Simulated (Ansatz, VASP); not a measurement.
# One calculation of In, two programs

```
CELL_PARAMETERS angstrom
-1.60630 1.60630 2.47576
1.60630 -1.60630 2.47576
1.60630 1.60630 -2.47576
ATOMIC_POSITIONS crystal
In 0.00000 0.00000 0.00000
```

Alike in both runs: functional PBEsol; k mesh 26 × 26 × 26; occupations fermi-dirac, width 0.08 eV; no spin polarisation.

Ansatz relaxed the structure, and its values are those at the end. VASP's run is a single point on that final structure, the one shown.

```csv
,VASP,Ansatz
version,VASP 6.6.1,Ansatz 0.2.0
potentials or method,"VASP PAW PBE potentials, release 64 (In_d)","PAW with Ansatz's default frozen-core files, scalar-relativistic"
plane-wave cutoff (eV),520,420
valence electrons in the cell,13,13
```

|  | VASP | Ansatz | Ansatz less VASP |
| --- | --- | --- | --- |
| pressure (GPa) | 0.0 | 0.0 | +0.04 |

VASP's potentials were made for PBE, not for PBEsol.
